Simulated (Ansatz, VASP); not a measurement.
**One calculation of Os, two programs**

POSCAR

```
Os
1.0
    2.7393806551      0.0000000000      0.0000000000
   -1.3696903275      2.3723732379      0.0000000000
    0.0000000000      0.0000000000      4.3138178725
Os
2
Direct
    0.3333333333      0.6666666667      0.2500000000
    0.6666666667      0.3333333333      0.7500000000
```

INCAR.step1

```
SYSTEM = Os
PREC = Accurate ; ENCUT = 620
ISMEAR = -1 ; SIGMA = 0.6
LREAL = .False. ; LASPH = .True.
NELM = 120 ; NBANDS = 23
GGA = PE ; ALGO = Normal
EDIFF = 1E-5 ; LWAVE = .True.
LCHARG = .False. ; GGA_COMPAT = .False.
```

The input INCAR.step2:

```
SYSTEM = Os
PREC = Accurate ; ENCUT = 620
EDIFF = 1E-6 ; ISMEAR = -1
SIGMA = 0.6 ; LREAL = .False.
LASPH = .True. ; NELM = 120
ALGO = Normal ; ISIF = 2
LWAVE = .False. ; LCHARG = .False.
METAGGA = R2SCAN ; LMIXTAU = .True.
NBANDS = 23 ; ISTART = 1
GGA_COMPAT = .False.
```

The input KPOINTS:

```
Automatic mesh
0
Gamma
  13 13 7
  0 0 0
```

Input for Ansatz:

```yaml
crystal:
  lattice:
    - [2.7393806551, 0.0, 0.0]
    - [-1.3696903275, 2.3723732379, 0.0]
    - [0.0, 0.0, 4.3138178725]
  atoms:
    - { symbol: Os, position: [0.3333333333, 0.6666666667, 0.25] }
    - { symbol: Os, position: [0.6666666667, 0.3333333333, 0.75] }
hamiltonian:
  xc: r2scan
  pseudopotentials:
    kind: paw
    azcp:
      Os: "pseudopotentials/Os.paw.azcp"
basis:
  ecutwfc: 500
  fft_grid_basis: typed
kpoints:
  mp_grid: { grid: [13, 13, 7], shift: [0, 0, 0] }
magnetization:
  spin_polarized: false
scf:
  occupations: { method: fermi_dirac, width: 0.6 }
  lower_state_search: "off"
output:
  stress: true
  write_density: true
  write_potential: true
  elf: true
  volumetric_format: npy
```

Alike in both runs: task single point; functional r2SCAN; k mesh 13 × 13 × 7; occupations fermi-dirac, width 0.6 eV; no spin polarisation.

|  | VASP | Ansatz |
| --- | --- | --- |
| version | VASP 6.6.1 | Ansatz 0.2.0 |
| potentials or method | VASP PAW PBE potentials, release 64 (Os_sv_GW), cutoff 620 eV | plane waves (500 eV) with PAW, scalar-relativistic |
| valence electrons in the cell | 32 | 32 |

VASP gave:

* pressure (GPa): 7.2
* traceless stress, the component that is largest in VASP (GPa): 3.24

What did Ansatz give for the same quantities?

Pressure (GPa): 7.9; traceless stress, the component that is largest in VASP (GPa): 3.22.

VASP's potentials were made for PBE, not for r2SCAN. The functional is the same, so the differences come from potentials, cutoffs and numerics.

Spin-orbit coupling is off throughout.
